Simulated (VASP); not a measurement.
# W (Im-3m) in VASP: further runs

The runs below take W through single point, with r2SCAN.

Program: VASP 6.6.1. These are calculated values, not measurements. Logs are shortened: lines on timing, memory, paths and dates and some standing lists are left out, and cuts for length are marked.

### Step 1. The cell of the first run

The structure is cubic, space group Im-3m (No. 229). Conventional cell: a = 3.168 Å, b = 3.168 Å, c = 3.168 Å, α = 90.00°, β = 90.00°, γ = 90.00°. Within 3.6 Å of W (site symmetry m-3m) lie 14 W at 2.74 to 3.17 Å.

### Step 2. Single point, r2SCAN

Input file POSCAR:

```
W
1.0
   -1.5841318500      1.5841318500      1.5841318500
    1.5841318500     -1.5841318500      1.5841318500
    1.5841318500      1.5841318500     -1.5841318500
W
1
Direct
    0.0000000000      0.0000000000      0.0000000000
```

Input file INCAR.step1:

```
PREC = Accurate
ENCUT = 520
ISMEAR = 0
SIGMA = 0.05
LREAL = False
LASPH = True
NELM = 100
NBANDS = 13
GGA = PE
ALGO = Normal
EDIFF = 1E-4
LWAVE = True
LCHARG = False
```

Input file INCAR.step2:

```
PREC = Accurate
ENCUT = 520
EDIFF = 1E-6
ISMEAR = 0
SIGMA = 0.05
LREAL = False
LASPH = True
NELM = 100
ALGO = Normal
ISIF = 2
LWAVE = False
LCHARG = False
METAGGA = R2SCAN
LMIXTAU = True
NBANDS = 13
ISTART = 1
```

Input file KPOINTS:

```
Automatic mesh
0
Gamma
  18 18 18
```

Potentials or basis: VASP PAW PBE potentials, release 64 (W_sv).

The run is started by

```sh
$ cat potpaw_PBE.64/W_sv/POTCAR > POTCAR
$ cp INCAR.step1 INCAR
$ mpirun -np 1 vasp_std > vasp.out
$ cp INCAR.step2 INCAR
$ mpirun -np 1 vasp_std > vasp.out
```

OUTCAR:

```text
PREC = Accurate
   ENCUT = 520
   EDIFF = 1E-6
   ISMEAR = 0
   LREAL = False
   LASPH = True
   NELM = 100
   ISIF = 2
   METAGGA = R2SCAN
   ISTART = 1

 ion  position               nearest neighbor table
   1  0.000  0.000  0.000-

  LATTYP: Found a body centered cubic cell.
 ALAT       =     3.1682637000

  Lattice vectors:

 A1 = (  -1.5841318500,   1.5841318500,   1.5841318500)
 A2 = (   1.5841318500,  -1.5841318500,   1.5841318500)
 A3 = (   1.5841318500,   1.5841318500,  -1.5841318500)

Analysis of symmetry for initial positions (statically):
=====================================================================
 Subroutine PRICEL returns:
 Original cell was already a primitive cell.

 Routine SETGRP: Setting up the symmetry group for a
 body centered cubic supercell.

 Subroutine GETGRP returns: Found 48 space group operations
 (whereof 48 operations were pure point group operations)
 out of a pool of 48 trial point group operations.

The static configuration has the point symmetry O_h .

Analysis of symmetry for dynamics (positions and initial velocities):
=====================================================================
 Subroutine PRICEL returns:
 Original cell was already a primitive cell.

 Routine SETGRP: Setting up the symmetry group for a
 body centered cubic supercell.

 Subroutine GETGRP returns: Found 48 space group operations
 (whereof 48 operations were pure point group operations)
 out of a pool of 48 trial point group operations.

The dynamic configuration has the point symmetry O_h .

 Subroutine INISYM returns: Found 48 space group operations
 (whereof 48 operations are pure point group operations),
 and found     1 'primitive' translations

----------------------------------------------------------------------------------------

                                     Primitive cell

  volume of cell :      15.9013

  direct lattice vectors                    reciprocal lattice vectors
    -1.584131850  1.584131850  1.584131850     0.000000000  0.315630293  0.315630293
     1.584131850 -1.584131850  1.584131850     0.315630293  0.000000000  0.315630293
     1.584131850  1.584131850 -1.584131850     0.315630293  0.315630293  0.000000000

  length of vectors
     2.743796850  2.743796850  2.743796850     0.446368641  0.446368641  0.446368641

  position of ions in fractional coordinates (direct lattice)
     0.000000000  0.000000000  0.000000000

  ion indices of the primitive-cell ions
   primitive index   ion index
                 1           1

----------------------------------------------------------------------------------------

 KPOINTS: Automatic mesh

Automatic generation of k-mesh.
 Grid dimensions read from file:
 generate k-points for:   18   18   18

 Generating k-lattice:

  Cartesian coordinates                     Fractional coordinates (reciprocal lattice)
     0.000000000  0.017535016  0.017535016     0.055555556  0.000000000  0.000000000
     0.017535016  0.000000000  0.017535016     0.000000000  0.055555556  0.000000000
     0.017535016  0.017535016  0.000000000     0.000000000  0.000000000  0.055555556

  Length of vectors
     0.024798258  0.024798258  0.024798258

  Shift w.r.t. Gamma in fractional coordinates (k-lattice)
     0.000000000  0.000000000  0.000000000

 Subroutine IBZKPT returns following result:
 ===========================================

 Found    195 irreducible k-points:

 Following reciprocal coordinates:
            Coordinates               Weight
  0.000000  0.000000  0.000000      1.000000
  0.055556  0.000000  0.000000     12.000000
  0.111111  0.000000  0.000000     12.000000
  0.166667  0.000000  0.000000     12.000000
  0.222222  0.000000  0.000000     12.000000
  0.277778  0.000000  0.000000     12.000000
[... 16 lines left out ...]
  0.333333  0.111111  0.000000     48.000000
  0.388889  0.111111  0.000000     48.000000
 [... further k-points ...]
   k-points           NKPTS =    195   k-points in BZ     NKDIM =    195   number of bands    NBANDS=     13
   number of dos      NEDOS =    301   number of ions     NIONS =      1
   total plane-waves  NPLWV =   8000
   dimension x,y,z NGX =    20 NGY =   20 NGZ =   20
   dimension x,y,z NGXF=    40 NGYF=   40 NGZF=   40
   ions per type =               1
   NGX,Y,Z   is equivalent  to a cutoff of  12.12, 12.12, 12.12 a.u.
   NGXF,Y,Z  is equivalent  to a cutoff of  24.24, 24.24, 24.24 a.u.
 SYSTEM =  unknown system
   PREC   = accura    normal or accurate (medium, high low for compatibility)
   ISTART =      1    job   : 0-new  1-cont  2-samecut
   ICHARG =      0    charge: 1-file 2-atom 10-const
   ISPIN  =      1    spin polarized calculation?
   LNONCOLLINEAR =      F non collinear calculations
   LSORBIT =      F    spin-orbit coupling
   LASPH  =      T    aspherical Exc in radial PAW
   ENCUT  =  520.0 eV  38.22 Ry    6.18 a.u.   5.10  5.10  5.10*2*pi/ulx,y,z
   NELM   =    100;   NELMIN=  2; NELMDL=  0     # of ELM steps
   EDIFF  = 0.1E-05   stopping-criterion for ELM
   LREAL  =      F    real-space projection
   EDIFFG = 0.1E-04   stopping-criterion for IOM
   NSW    =      0    number of steps for IOM
   IBRION =     -1    ionic relax: 0-MD 1-quasi-New 2-CG
   NFREE  =      0    steps in history (QN), initial steepest desc. (CG)
   ISIF   =      2    stress and relaxation
   ISYM   =      2    0-nonsym 1-usesym 2-fastsym
   POTIM  = 0.5000    time-step for ionic-motion
   TEBEG  =    0.0;   TEEND  =   0.0 temperature during run
   PSTRESS=    0.0 pullay stress
   NELECT =      14.0000    total number of electrons
   NUPDOWN=      -1.0000    fix difference up-down
   EMIN   =  10.00;   EMAX   =-10.00  energy-range for DOS
   EFERMI =   0.00;   METHOD = LEGACY
   ISMEAR =     0;   SIGMA  =   0.05  broadening in eV -4-tet -1-fermi 0-gaus
   EFERMI_NEDOS =   21; number of points for ismear=-14 and -15
   IALGO  =     38    algorithm
   IMIX   =      4    mixing-type and parameters
     AMIX     =   0.40;   BMIX     =  1.00
     AMIX_MAG =   1.60;   BMIX_MAG =  1.00
  volume/ion in A,a.u.               =      15.90       107.31
  Fermi-wavevector in a.u.,A,eV,Ry     =   1.569060  2.965093 33.496849  2.461949
  Thomas-Fermi vector in A             =   2.670999
   LORBIT       =      0    0 simple, 1 ext, 2 COOP (PROOUT), +10 PAW based schemes
   METAGGA = R2SCAN    functional components
   LHFCALC =     F    Hartree Fock is set to
   AEXX    =    0.0000 exact exchange contribution
   IVDW    =     0    specifies the selected vdW correction
   LEPSILON=     F    determine dielectric tensor
   LRPA    =     F    only Hartree local field effects (RPA)
 non-spin polarized calculation
 Gauss-broadening in eV      SIGMA  =   0.05
  energy-cutoff  :      520.00
  volume of cell :       15.90
 maximum number of plane-waves:       440
   NGX = 11   NGY = 11   NGZ = 11

 number of electron      14.0000003 magnetization

 Free energy of the ion-electron system (eV)
  ---------------------------------------------------
  ext. energy  EPLUGINS =         0.00000000
  ---------------------------------------------------
  free energy    TOTEN  =       -51.34607062 eV

  energy without entropy =      -51.34498223  energy(sigma->0) =      -51.34552642

 E-fermi :  11.2391     XC(G=0): -14.9377

 val. band max:       11.2284899859   @ k =  -0.1667   0.1667   0.0556
 cond. band min:      11.2504854572   @ k =  -0.3889   0.3889   0.2778
 fundamental gap:      0.0219954713
 Fermi energy:        11.2390551251

 k-point     1 :       0.0000    0.0000    0.0000
  band No.  band energies     occupation
      1     -64.8658      2.00000
      2     -27.7313      2.00000
      3     -27.7313      2.00000
      4     -27.7313      2.00000
      5       1.1334      2.00000
      6       9.9700      2.00000
      7       9.9700      2.00000
      8       9.9700      2.00000
      9      13.8048      0.00000
     10      13.8048      0.00000
     11      26.4962      0.00000
     12      26.4962      0.00000
     13      26.4962      0.00000

 k-point     2 :       0.0556    0.0000    0.0000
  band No.  band energies     occupation
      1     -64.8614      2.00000
      2     -27.7758      2.00000
      3     -27.7450      2.00000
      4     -27.7315      2.00000
      5       1.2894      2.00000
      6       9.8737      2.00000
      7       9.9476      2.00000
      8      10.1197      2.00000
      9      13.6472      0.00000
     10      13.8041      0.00000
     11      26.6295      0.00000
     12      26.7621      0.00000
     13      26.8749      0.00000

 k-point     3 :       0.1111    0.0000    0.0000
  band No.  band energies     occupation
      1     -64.8486      2.00000
      2     -27.9024      2.00000
      3     -27.7844      2.00000
      4     -27.7321      2.00000
      5       1.7401      2.00000
      6       9.6076      2.00000
      7       9.8536      2.00000
      8      10.5636      2.00000
      9      13.3067      0.00000
     10      13.8101      0.00000
     11      26.9615      0.00000
     12      27.5348      0.00000
     13      27.8331      0.00000
[... 305 lines left out ...]
 k-point    23 :       0.3333    0.1111    0.0000
  band No.  band energies     occupation
      1     -64.7287      2.00000
      2     -28.9136      2.00000
      3     -28.1616      2.00000
      4     -27.7972      2.00000
      5       5.1499      2.00000
      6       7.8177      2.00000
      7       9.7957      2.00000
      8      13.3818      0.00000
      9      14.6753      0.00000
     10      16.7848      0.00000
     11      23.8587      0.00000
     12      25.2367      0.00000
     13      29.8518      0.00000

 k-point    24 :       0.3889    0.1111    0.0000
  band No.  band energies     occupation
      1     -64.7164      2.00000
      2     -29.0067      2.00000
      3     -28.2074      2.00000
      4     -27.7988      2.00000
      5       5.1565      2.00000
      6       7.6673      2.00000
      7      10.5270      2.00000
      8      13.4888      0.00000
      9      14.8879      0.00000
     10      17.8529      0.00000
     11      22.7193      0.00000
     12      24.4266      0.00000
     13      28.7937      0.00000

 [... further k-points ...]
[... 5 lines left out ...]
  --------------------------------------------------------------------------------------
  -------------------------------------------------------------------------------------
  Total        0.1235864      0.1235864      0.1235864     -0.0000000     -0.0000000      0.0000000
  in kB       12.4522381     12.4522381     12.4522381     -0.0000000     -0.0000000      0.0000000
  external PRESSURE =      12.4522381 kB  Pullay stress =       0.0000000 kB

 VOLUME and BASIS-vectors are now :
 -----------------------------------------------------------------------------
  energy-cutoff  :      520.00
  volume of cell :       15.90
      direct lattice vectors                 reciprocal lattice vectors
    -1.584131850  1.584131850  1.584131850     0.000000000  0.315630293  0.315630293
     1.584131850 -1.584131850  1.584131850     0.315630293  0.000000000  0.315630293
     1.584131850  1.584131850 -1.584131850     0.315630293  0.315630293  0.000000000

 POSITION                                       TOTAL-FORCE (eV/Angst)
 -----------------------------------------------------------------------------------
      0.00000      0.00000      0.00000         0.000000      0.000000     -0.000000
 -----------------------------------------------------------------------------------
    total drift:                                0.000000     -0.000000      0.000000

  FREE ENERGIE OF THE ION-ELECTRON SYSTEM (eV)
  ---------------------------------------------------
  free  energy   TOTEN  =       -51.3460706182 eV

  energy  without entropy=      -51.3449822317  energy(sigma->0) =      -51.34552642
```

Run time: 2.3 min. Hardware: 1 thread of Intel Xeon Platinum 8375C at 2.90GHz (Ice Lake), shared host; peak memory 0.15 GiB.

Results:

```
Free energy            : -51.3461 eV
Pressure               : 1.2 GPa
Band gap on the k mesh : zero (band 7 reaches 16.56 eV, above the bottom of band 8 at 9.97 eV)
```

Caveat: the PAW data sets were made with another functional, which shifts forces and pressure a little; spin-orbit coupling is left out, which moves the levels of the heavy elements.

### Step 3. Single point, r2SCAN

This run uses another cell than the first one, of 16.15 Å³/atom, 1.016 times its volume.

Input file POSCAR:

```
W
1.0
   -1.5923787431      1.5923787431      1.5923787431
    1.5923787431     -1.5923787431      1.5923787431
    1.5923787431      1.5923787431     -1.5923787431
W
1
Direct
    0.0000000000      0.0000000000      0.0000000000
```

Input file INCAR.step1:

```
ALGO = Normal
EDIFF = 1E-4
ENCUT = 520
GGA = PE
ISMEAR = 0
LASPH = T
LCHARG = F
LREAL = F
LWAVE = T
NBANDS = 13
NELM = 100
PREC = Accurate
SIGMA = 0.05
```

Input file INCAR.step2:

```
ALGO = Normal
EDIFF = 1E-6
ENCUT = 520
ISIF = 2
ISMEAR = 0
ISTART = 1
LASPH = T
LCHARG = T
LELF = T
LMIXTAU = T
LREAL = F
LVHAR = T
LWAVE = F
METAGGA = R2SCAN
NBANDS = 13
NELM = 100
PREC = Accurate
SIGMA = 0.05
```

Input file KPOINTS:

```
k-points
0
Gamma
  18 18 18
```

Potentials or basis: VASP PAW PBE potentials, release 64 (W_sv).

The run is started by

```sh
$ cat potpaw_PBE.64/W_sv/POTCAR > POTCAR
$ cp INCAR.step1 INCAR
$ mpirun -np 1 vasp_std > vasp.out
$ cp INCAR.step2 INCAR
$ mpirun -np 1 vasp_std > vasp.out
```

Wall time 2.2 min (1 thread of Intel Xeon Platinum 8375C at 2.90GHz (Ice Lake), shared host); peak memory 0.17 GiB.

The run converged. Its results:

```
Free energy            : -51.3443 eV
Pressure               : -3.6 GPa
Band gap on the k mesh : zero (band 7 reaches 16.23 eV, above the bottom of band 8 at 9.77 eV)
```

Levels at points of the mesh, in eV from the Fermi level:
| k point | band 4 | band 5 | band 6 | band 7 | band 8 | band 9 | band 10 | band 11 |
| --- | --- | --- | --- | --- | --- | --- | --- | --- |
| (0.00, 0.00, 0.00) | -39.02 | -10.02 | -1.24 | -1.24 | -1.24 | 2.53 | 2.53 | 15.22 |
| (0.50, 0.00, 0.00) | -39.02 | -6.43 | -3.65 | 0.47 | 2.36 | 3.39 | 6.18 | 11.36 |
| (0.50, 0.50, 0.50) | -39.92 | -5.85 | -5.85 | 5.21 | 5.21 | 5.21 | 8.40 | 8.40 |

Caveat: the PAW data sets were made with another functional, which shifts forces and pressure a little; spin-orbit coupling is left out, which moves the levels of the heavy elements.
